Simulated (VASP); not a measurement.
# Ag (Fm-3m) in VASP: further runs

The runs below take Ag through single point, with PBE.

All numbers are computed with VASP 6.6.1; they aren't measurements. Logs are shortened: lines on timing, memory, paths and dates and some standing lists are left out, and cuts for length are marked.

**1. The cell of the first run**

Symmetry: Fm-3m, No. 225, cubic system. The conventional cell has a = 4.147 Å, b = 4.147 Å, c = 4.147 Å, α = 90.00°, β = 90.00°, γ = 90.00°. Within 3.9 Å of Ag (site symmetry m-3m) lie 12 Ag at 2.93 Å.

**2. Single point, PBE**

File INCAR:

```
SYSTEM = Ag
PREC = Accurate
ENCUT = 520
EDIFF = 1E-6
ISMEAR = -1
SIGMA = 0.1
LREAL = .False.
LASPH = .True.
NELM = 60
ALGO = Normal
ISIF = 2
LWAVE = .False.
LCHARG = .False.
GGA = PE
NBANDS = 12
```

File KPOINTS:

```
Automatic mesh
0
Gamma
  11 11 11
  0 0 0
```

File POSCAR:

```
Ag
1.0
    0.0000000000      2.0734381516      2.0734381516
    2.0734381516      0.0000000000      2.0734381516
    2.0734381516      2.0734381516      0.0000000000
Ag
1
Direct
    0.0000000000      0.0000000000      0.0000000000
```

Potentials or basis: VASP PAW PBE potentials, release 64 (Ag).

The run is started by

```console
> cat potpaw_PBE.64/Ag/POTCAR > POTCAR
> mpirun -np 1 vasp_std > vasp.out
```

OUTCAR:

```text
SYSTEM = Ag
   PREC = Accurate
   ENCUT = 520
   EDIFF = 1E-6
   ISMEAR = -1
   LREAL = .False.
   LASPH = .True.
   NELM = 60
   ISIF = 2
   GGA = PE

 ion  position               nearest neighbor table
   1  0.000  0.000  0.000-

  LATTYP: Found a face centered cubic cell.
 ALAT       =     4.1468763032

  Lattice vectors:

 A1 = (   0.0000000000,   2.0734381516,   2.0734381516)
 A2 = (   2.0734381516,   0.0000000000,   2.0734381516)
 A3 = (   2.0734381516,   2.0734381516,   0.0000000000)

Analysis of symmetry for initial positions (statically):
=====================================================================
 Subroutine PRICEL returns:
 Original cell was already a primitive cell.

 Routine SETGRP: Setting up the symmetry group for a
 face centered cubic supercell.

 Subroutine GETGRP returns: Found 48 space group operations
[... 9 lines left out ...]

 Routine SETGRP: Setting up the symmetry group for a
 face centered cubic supercell.

 Subroutine GETGRP returns: Found 48 space group operations
[... 11 lines left out ...]
                                     Primitive cell

  volume of cell :      17.8280

  direct lattice vectors                    reciprocal lattice vectors
     0.000000000  2.073438152  2.073438152    -0.241145365  0.241145365  0.241145365
     2.073438152  0.000000000  2.073438152     0.241145365 -0.241145365  0.241145365
     2.073438152  2.073438152  0.000000000     0.241145365  0.241145365 -0.241145365

  length of vectors
     2.932284355  2.932284355  2.932284355     0.417676024  0.417676024  0.417676024

  position of ions in fractional coordinates (direct lattice)
     0.000000000  0.000000000  0.000000000

  ion indices of the primitive-cell ions
   primitive index   ion index
                 1           1

----------------------------------------------------------------------------------------

 KPOINTS: Automatic mesh

Automatic generation of k-mesh.
 Grid dimensions read from file:
 generate k-points for:   11   11   11

 Generating k-lattice:

  Cartesian coordinates                     Fractional coordinates (reciprocal lattice)
    -0.021922306  0.021922306  0.021922306     0.090909091  0.000000000  0.000000000
     0.021922306 -0.021922306  0.021922306     0.000000000  0.090909091  0.000000000
     0.021922306  0.021922306 -0.021922306     0.000000000  0.000000000  0.090909091

  Length of vectors
     0.037970548  0.037970548  0.037970548

  Shift w.r.t. Gamma in fractional coordinates (k-lattice)
     0.000000000  0.000000000  0.000000000

 Subroutine IBZKPT returns following result:
 ===========================================

 Found     56 irreducible k-points:

 Following reciprocal coordinates:
            Coordinates               Weight
  0.000000  0.000000  0.000000      1.000000
  0.090909  0.000000  0.000000      8.000000
  0.181818  0.000000  0.000000      8.000000
  0.272727  0.000000  0.000000      8.000000
  0.363636  0.000000  0.000000      8.000000
  0.454545  0.000000  0.000000      8.000000
[... 16 lines left out ...]
 -0.272727  0.181818  0.000000     24.000000
 -0.181818  0.181818  0.000000     12.000000
 [... further k-points ...]
   k-points           NKPTS =     56   k-points in BZ     NKDIM =     56   number of bands    NBANDS=     12
   number of dos      NEDOS =    301   number of ions     NIONS =      1
   total plane-waves  NPLWV =  13824
   dimension x,y,z NGX =    24 NGY =   24 NGZ =   24
   dimension x,y,z NGXF=    48 NGYF=   48 NGZF=   48
   ions per type =               1
   NGX,Y,Z   is equivalent  to a cutoff of  13.61, 13.61, 13.61 a.u.
   NGXF,Y,Z  is equivalent  to a cutoff of  27.21, 27.21, 27.21 a.u.
 SYSTEM =  Ag
   PREC   = accura    normal or accurate (medium, high low for compatibility)
   ISTART =      0    job   : 0-new  1-cont  2-samecut
   ICHARG =      2    charge: 1-file 2-atom 10-const
   ISPIN  =      1    spin polarized calculation?
   LNONCOLLINEAR =      F non collinear calculations
   LSORBIT =      F    spin-orbit coupling
   LASPH  =      T    aspherical Exc in radial PAW
   ENCUT  =  520.0 eV  38.22 Ry    6.18 a.u.   5.45  5.45  5.45*2*pi/ulx,y,z
   NELM   =     60;   NELMIN=  2; NELMDL= -5     # of ELM steps
   EDIFF  = 0.1E-05   stopping-criterion for ELM
   LREAL  =      F    real-space projection
   EDIFFG = 0.1E-04   stopping-criterion for IOM
   NSW    =      0    number of steps for IOM
   IBRION =     -1    ionic relax: 0-MD 1-quasi-New 2-CG
   NFREE  =      0    steps in history (QN), initial steepest desc. (CG)
   ISIF   =      2    stress and relaxation
   ISYM   =      2    0-nonsym 1-usesym 2-fastsym
   POTIM  = 0.5000    time-step for ionic-motion
   TEBEG  =    0.0;   TEEND  =   0.0 temperature during run
   PSTRESS=    0.0 pullay stress
   NELECT =      11.0000    total number of electrons
   NUPDOWN=      -1.0000    fix difference up-down
   EMIN   =  10.00;   EMAX   =-10.00  energy-range for DOS
   EFERMI =   0.00;   METHOD = LEGACY
   ISMEAR =    -1;   SIGMA  =   0.10  broadening in eV -4-tet -1-fermi 0-gaus
   EFERMI_NEDOS =   21; number of points for ismear=-14 and -15
   IALGO  =     38    algorithm
   IMIX   =      4    mixing-type and parameters
     AMIX     =   0.40;   BMIX     =  1.00
     AMIX_MAG =   1.60;   BMIX_MAG =  1.00
  volume/ion in A,a.u.               =      17.83       120.31
  Fermi-wavevector in a.u.,A,eV,Ry     =   1.393706  2.633723 26.428197  1.942418
  Thomas-Fermi vector in A             =   2.517327
   LORBIT       =      0    0 simple, 1 ext, 2 COOP (PROOUT), +10 PAW based schemes
   GGA     = PE    functional components
   LHFCALC =     F    Hartree Fock is set to
   AEXX    =    0.0000 exact exchange contribution
   IVDW    =     0    specifies the selected vdW correction
   LEPSILON=     F    determine dielectric tensor
   LRPA    =     F    only Hartree local field effects (RPA)
 non-spin polarized calculation
  energy-cutoff  :      520.00
  volume of cell :       17.83
 maximum number of plane-waves:       531
 NGX is ok and might be reduce to    24
   NGX = 11   NGY = 11   NGZ = 11

 number of electron      11.0000000 magnetization

 Free energy of the ion-electron system (eV)
  ---------------------------------------------------
  ext. energy  EPLUGINS =         0.00000000
  ---------------------------------------------------
  free energy    TOTEN  =        -2.72452493 eV

  energy without entropy =       -2.71448874  energy(sigma->0) =       -2.71950684

 E-fermi :   8.0409     XC(G=0): -11.9459

 val. band max:        7.7429892172   @ k =   0.4545   0.2727   0.0000
 cond. band min:       8.0983675485   @ k =  -0.4545   0.0909   0.0000
 fundamental gap:      0.3553783312
 Fermi energy:         8.0408619548

 k-point     1 :       0.0000    0.0000    0.0000
  band No.  band energies     occupation
      1       0.3796      2.00000
      2       3.1723      2.00000
      3       3.1723      2.00000
      4       3.1723      2.00000
      5       4.1267      2.00000
      6       4.1267      2.00000
      7      23.7462      0.00000
      8      27.0608      0.00000
      9      27.0608      0.00000
     10      27.0608      0.00000
     11      31.7637      0.00000
     12      32.6247      0.00000

 k-point     2 :       0.0909    0.0000    0.0000
  band No.  band energies     occupation
      1       0.6259      2.00000
      2       3.1228      2.00000
      3       3.2359      2.00000
      4       3.2359      2.00000
      5       4.1050      2.00000
      6       4.1050      2.00000
      7      23.6419      0.00000
      8      25.3061      0.00000
      9      27.1203      0.00000
     10      27.1203      0.00000
     11      31.2709      0.00000
     12      32.3653      0.00000

 k-point     3 :       0.1818    0.0000    0.0000
  band No.  band energies     occupation
      1       1.2673      2.00000
      2       3.0984      2.00000
      3       3.3498      2.00000
      4       3.3498      2.00000
      5       4.1150      2.00000
      6       4.1150      2.00000
      7      21.2193      0.00000
      8      24.5389      0.00000
      9      27.1449      0.00000
     10      27.1449      0.00000
     11      30.1631      0.00000
     12      31.4200      0.00000

 k-point     4 :       0.2727    0.0000    0.0000
  band No.  band energies     occupation
      1       1.7771      2.00000
      2       3.3426      2.00000
      3       3.3426      2.00000
      4       3.6796      2.00000
      5       4.3119      2.00000
      6       4.3119      2.00000
      7      17.7647      0.00000
      8      24.1212      0.00000
      9      26.7494      0.00000
     10      26.7494      0.00000
     11      30.4624      0.00000
     12      30.4644      0.00000

 k-point     5 :       0.3636    0.0000    0.0000
  band No.  band energies     occupation
      1       1.7886      2.00000
      2       3.2411      2.00000
      3       3.2411      2.00000
      4       4.6183      2.00000
      5       4.6183      2.00000
      6       5.2433      2.00000
      7      14.4373      0.00000
      8      23.4580      0.00000
      9      25.9339      0.00000
     10      25.9339      0.00000
     11      30.1085      0.00000
     12      30.1085      0.00000

 k-point     6 :       0.4545    0.0000    0.0000
  band No.  band energies     occupation
      1       1.7114      2.00000
      2       3.1642      2.00000
      3       3.1642      2.00000
      4       4.8325      2.00000
      5       4.8325      2.00000
      6       7.1079      1.99982
      7      11.7307      0.00000
      8      23.0317      0.00000
      9      25.3230      0.00000
     10      25.3230      0.00000
     11      30.0525      0.00000
     12      30.0525      0.00000

 k-point     7 :       0.0909    0.0909    0.0000
  band No.  band energies     occupation
      1       0.7086      2.00000
      2       3.0500      2.00000
      3       3.2886      2.00000
      4       3.2886      2.00000
      5       4.0087      2.00000
      6       4.1800      2.00000
      7      23.8211      0.00000
      8      25.9751      0.00000
      9      26.1456      0.00000
     10      26.1456      0.00000
     11      32.3829      0.00000
     12      32.3829      0.00000

 k-point     8 :       0.1818    0.0909    0.0000
  band No.  band energies     occupation
      1       1.2316      2.00000
      2       2.9335      2.00000
      3       3.4189      2.00000
      4       3.4232      2.00000
      5       3.9498      2.00000
      6       4.2403      2.00000
      7      22.4961      0.00000
      8      24.3775      0.00000
      9      25.3479      0.00000
     10      27.0920      0.00000
     11      30.0519      0.00000
     12      32.3325      0.00000
[... 166 lines left out ...]
 k-point    20 :       0.4545    0.1818    0.0000
  band No.  band energies     occupation
      1       2.1188      2.00000
      2       2.9395      2.00000
      3       3.5611      2.00000
      4       3.6488      2.00000
      5       4.8879      2.00000
      6       7.4266      1.99571
      7      13.9646      0.00000
      8      21.1925      0.00000
      9      22.2476      0.00000
     10      24.0431      0.00000
     11      32.4491      0.00000
     12      32.7744      0.00000

 k-point    21 :      -0.4545    0.1818    0.0000
  band No.  band energies     occupation
      1       2.1266      2.00000
      2       2.9019      2.00000
      3       3.5678      2.00000
      4       3.8114      2.00000
      5       4.8336      2.00000
      6       9.3808      0.00000
      7      11.5100      0.00000
      8      20.0893      0.00000
      9      22.8928      0.00000
     10      23.8770      0.00000
     11      32.2703      0.00000
     12      32.3128      0.00000

 k-point    22 :      -0.3636    0.1818    0.0000
  band No.  band energies     occupation
      1       2.2297      2.00000
      2       2.9484      2.00000
      3       3.5545      2.00000
      4       3.7820      2.00000
      5       4.5530      2.00000
      6       8.2176      0.29161
      7      13.0887      0.00000
      8      19.4443      0.00000
      9      24.1248      0.00000
     10      24.2317      0.00000
     11      31.2500      0.00000
     12      32.0291      0.00000

 k-point    23 :      -0.2727    0.1818    0.0000
  band No.  band energies     occupation
      1       2.3996      2.00000
      2       3.0153      2.00000
      3       3.4392      2.00000
      4       3.6241      2.00000
      5       4.1474      2.00000
      6       6.4531      2.00000
      7      16.1962      0.00000
      8      19.3113      0.00000
      9      24.8799      0.00000
     10      26.1420      0.00000
     11      29.6142      0.00000
     12      31.9613      0.00000

 k-point    24 :      -0.1818    0.1818    0.0000
  band No.  band energies     occupation
      1       2.3330      2.00000
      2       2.8075      2.00000
      3       3.3823      2.00000
      4       3.7416      2.00000
      5       3.7714      2.00000
      6       5.2201      2.00000
      7      19.4217      0.00000
      8      19.7966      0.00000
      9      26.1197      0.00000
     10      27.9450      0.00000
     11      28.3360      0.00000
     12      31.7397      0.00000

 [... further k-points ...]

------------------------ aborting loop because EDIFF is reached ----------------------------------------

  FORCE on cell =-STRESS in cart. coord.  units (eV):
  Direction    XX          YY          ZZ          XY          YZ          ZX
  --------------------------------------------------------------------------------------
  -------------------------------------------------------------------------------------
  Total       -0.0163681     -0.0163681     -0.0163681      0.0000000      0.0000000     -0.0000000
  in kB       -1.4709799     -1.4709799     -1.4709799      0.0000000      0.0000000     -0.0000000
  external PRESSURE =      -1.4709799 kB  Pullay stress =       0.0000000 kB

 VOLUME and BASIS-vectors are now :
 -----------------------------------------------------------------------------
  energy-cutoff  :      520.00
  volume of cell :       17.83
      direct lattice vectors                 reciprocal lattice vectors
     0.000000000  2.073438152  2.073438152    -0.241145365  0.241145365  0.241145365
     2.073438152  0.000000000  2.073438152     0.241145365 -0.241145365  0.241145365
     2.073438152  2.073438152  0.000000000     0.241145365  0.241145365 -0.241145365

 POSITION                                       TOTAL-FORCE (eV/Angst)
 -----------------------------------------------------------------------------------
      0.00000      0.00000      0.00000         0.000000      0.000000      0.000000
 -----------------------------------------------------------------------------------
    total drift:                               -0.000000      0.000000     -0.000000

  FREE ENERGIE OF THE ION-ELECTRON SYSTEM (eV)
  ---------------------------------------------------
  free  energy   TOTEN  =        -2.7245249348 eV

  energy  without entropy=       -2.7144887388  energy(sigma->0) =       -2.71950684
```

It took 12 s on 1 thread of Intel Xeon 8259CL, shared host; peak memory 0.14 GiB.

What came out:

- Free energy: -2.7245 eV
- Pressure: -0.1 GPa

Levels at points of the mesh, in eV from the Fermi level:
```csv
k point,band 4,band 5,band 6,band 7,band 8,band 9
"(0.00, 0.00, 0.00)",-4.87,-3.91,-3.91,15.71,19.02,19.02
```

**3. Single point, PBE**

File INCAR:

```
SYSTEM = Ag
PREC     = Accurate       ! precision mode
ENCUT    = 520            ! plane-wave cutoff, eV
EDIFF    = 1E-6           ! SCF threshold, eV
ISMEAR   = -1             ! smearing method
SIGMA    = 0.1            ! smearing width, eV
LREAL    = .FALSE.        ! projectors in reciprocal space
LASPH    = .TRUE.         ! aspherical terms in the spheres
NELM     = 100            ! most SCF steps
ALGO     = Normal         ! electronic algorithm
ISIF     = 2              ! what is computed and relaxed
LWAVE    = .FALSE.        ! write WAVECAR
LCHARG   = .FALSE.        ! write CHGCAR
GGA      = PE             ! functional
NBANDS   = 12             ! bands
```

File KPOINTS:

```
Automatic mesh
0
G
  13 13 13
  0 0 0
```

POSCAR is that of step 2.

Potentials or basis: VASP PAW PBE potentials, release 64 (Ag).

The run is started by

```console
> cat potpaw_PBE.64/Ag/POTCAR > POTCAR
> mpirun -np 1 vasp_std > vasp.out
```

Run time: 16 s. Hardware: 1 thread of Intel Xeon 8259CL, shared host; peak memory 0.15 GiB.

Results (log left out):

```yaml
Free_energy: -2.7212 eV
Pressure: -0.1 GPa
```

Levels at points of the mesh, in eV from the Fermi level:
```
           k point  band 3  band 4  band 5  band 6  band 7  band 8  band 9  band 10
(0.00, 0.00, 0.00)   -4.80   -4.80   -3.85   -3.85   15.77   19.09   19.09    19.09
```

**4. Single point, PBE**

File INCAR:

```
SYSTEM = Ag
ALGO = Normal ; EDIFF = 1E-6
ENCUT = 520 ; GGA = PE
ISIF = 2 ; ISMEAR = -1
LASPH = .True. ; LCHARG = .False.
LREAL = .False. ; LWAVE = .False.
NBANDS = 12 ; NELM = 60
PREC = Accurate ; SIGMA = 0.01
```

File KPOINTS:

```
k-points
0
Gamma
  13 13 13
  0 0 0
```

POSCAR is that of step 3.

The run is started by

```console
> cat potpaw_PBE.64/Ag/POTCAR > POTCAR
> mpirun -np 1 vasp_std > vasp.out
```

Run time: 18 s. Hardware: 1 thread of Intel Xeon 8259CL, shared host; peak memory 0.15 GiB.

Results (log left out):

```yaml
Free_energy: -2.7149 eV
Pressure: -0.3 GPa
```

Levels at points of the mesh, in eV from the Fermi level:
```tsv
k point	band 4	band 5	band 6	band 7	band 8	band 9
(0.00, 0.00, 0.00)	-4.85	-3.90	-3.90	15.73	19.04	19.04
```

**5. Single point, PBE**

File INCAR:

```
PREC     = Accurate       # precision mode
ENCUT    = 520            # plane-wave cutoff, eV
EDIFF    = 1E-7           # SCF threshold, eV
ISMEAR   = -1             # smearing method
SIGMA    = 0.03           # smearing width, eV
LREAL    = False          # projectors in reciprocal space
LASPH    = True           # aspherical terms in the spheres
NELM     = 60             # most SCF steps
ALGO     = Normal         # electronic algorithm
ISIF     = 2              # what is computed and relaxed
LWAVE    = False          # write WAVECAR
LCHARG   = False          # write CHGCAR
GGA      = PE             # functional
NBANDS   = 12             # bands
```

File KPOINTS:

```
Automatic mesh
0
Gamma
  13 13 13
```

POSCAR is that of step 4.

The run is started by

```console
> cat potpaw_PBE.64/Ag/POTCAR > POTCAR
> mpirun -np 1 vasp_std > vasp.out
```

Wall time 17 s (1 thread of Intel Xeon 8259CL, shared host); peak memory 0.15 GiB.

The run converged. Its results:

```yaml
Free_energy: -2.7156 eV
Pressure: -0.2 GPa
```

Levels at points of the mesh, in eV from the Fermi level:
| k point | band 3 | band 4 | band 5 | band 6 | band 7 | band 8 | band 9 | band 10 |
| --- | --- | --- | --- | --- | --- | --- | --- | --- |
| (0.00, 0.00, 0.00) | -4.85 | -4.85 | -3.89 | -3.89 | 15.73 | 19.04 | 19.04 | 19.04 |

**6. Overview**

| k mesh | smearing | gap on the mesh (eV) | pressure (GPa) |
| --- | --- | --- | --- |
| 11 × 11 × 11 | fermi-dirac 0.1 eV | none | -0.1 |
| 13 × 13 × 13 | fermi-dirac 0.1 eV | none | -0.1 |
| 13 × 13 × 13 | fermi-dirac 0.01 eV | none | -0.3 |
| 13 × 13 × 13 | fermi-dirac 0.03 eV | none | -0.2 |

Alike in all rows: task single point; level PBE; potentials or basis VASP PAW PBE potentials, release 64 (Ag); no spin polarisation; cell as given; cutoff (eV) 520.

Every run on the cell as given and a fine mesh finds a metal.

Total energies depend on the potentials used, so only differences within one code and one set of settings carry meaning.
